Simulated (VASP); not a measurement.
A run of VASP 6.6.1 is set up as follows.

Contents of INCAR:

```
SYSTEM = Cu
  PREC = Accurate
  ENCUT = 520
  EDIFF = 1E-6
  ISMEAR = 0
  SIGMA = 0.15
  LREAL = .FALSE.
  LASPH = .TRUE.
  NELM = 80
  ALGO = Normal
  ISIF = 2
  LWAVE = .FALSE.
  LCHARG = .FALSE.
  GGA = PE
  NBANDS = 12
```

KPOINTS

```
regular mesh
0
G
  22 22 22
  0 0 0
```

Contents of POSCAR:

```
Cu
1.0
   -1.4241500000      1.4241500000      1.4511000000
    1.4241500000     -1.4241500000      1.4511000000
    1.4241500000      1.4241500000     -1.4511000000
Cu
1
Direct
    0.0000000000      0.0000000000      0.0000000000
```

Potentials or basis: VASP PAW PBE potentials, release 64 (Cu).

The run is started by

```sh
$ cat potpaw_PBE.64/Cu/POTCAR > POTCAR
$ mpirun -np 1 vasp_std > vasp.out
```

(1) Predict the band gap on the k mesh.

(2) What does it give for the pressure?

Answers

(1) zero (an odd number of electrons rules out a gap without spin polarisation).

(2) 3.4 GPa.

Caveat: the cell stands under pressure.
